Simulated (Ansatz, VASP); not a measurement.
Fe in VASP and in Ansatz

File INCAR:

```
SYSTEM = Fe
PREC = Accurate ; ENCUT = 520
EDIFF = 1E-6 ; ISMEAR = -1
SIGMA = 0.1 ; LREAL = .False.
LASPH = .True. ; NELM = 150
ALGO = Normal ; ISIF = 2
LWAVE = .False. ; LCHARG = .False.
ISPIN = 2 ; MAGMOM = 2.5
LORBIT = 11 ; LMAXMIX = 4
LDIPOL = .True. ; IDIPOL = 3
DIPOL = 0.5 0.5 0.500 ; GGA = PE
NBANDS = 14
```

File KPOINTS:

```
regular mesh
0
Gamma
  11 11 1
  0 0 0
```

Contents of POSCAR:

```
Fe
1.0
    4.0041382870      0.0000000000      0.0000000000
   -2.0020691435      3.4676854768      0.0000000000
    0.0000000000      0.0000000000     16.0000000000
Fe
1
Direct
    0.0000000000      0.0000000000      0.5000000000
```

Input for Ansatz:

```yaml
crystal:
  lattice:
    - [4.004138287, 0.0, 0.0]
    - [-2.0020691435, 3.4676854768, 0.0]
    - [0.0, 0.0, 16.0]
  atoms:
    - { symbol: Fe, position: [0.0, 0.0, 0.5], spin: 2.5 }
magnetization:
  spin_polarized: true
kpoints:
  mp_grid: { grid: [11, 11, 1] }
scf:
  occupations: { method: fermi_dirac, width: 0.1 }
hamiltonian:
  xc: pbe
  pseudopotentials: { kind: paw }
output:
  forces: true
  stress: true
  eigenvalues: true
  populations: true
efield:
  axis: 3
  amplitude: 0
  dipole_correction: true
```

Alike in both runs: task single point; functional PBE; k mesh 11 × 11 × 1; occupations fermi-dirac, width 0.1 eV; collinear spin.

|  | VASP | Ansatz |
| --- | --- | --- |
| version | VASP 6.6.1 | Ansatz 0.2.0 |
| potentials or method | VASP PAW PBE potentials, release 64 (Fe) | PAW with Ansatz's default frozen-core files, scalar-relativistic |
| plane-wave cutoff (eV) | 520 | 420 |
| valence electrons in the cell | 8 | 16 |

|  | VASP | Ansatz | Ansatz less VASP |
| --- | --- | --- | --- |
| net moment per atom (μB) | 3.77 | 3.77 | +0.004 |
| size of the moment on the site where the two differ most (μB) | 3.49 | 3.72 | +0.227 |

Site moments also hang on the region over which each program counts them. VASP's potentials hold 8 valence electrons a cell and Ansatz's 16, so a difference there can come from the potentials and not from the codes. Ansatz's warnings: stability check not made.
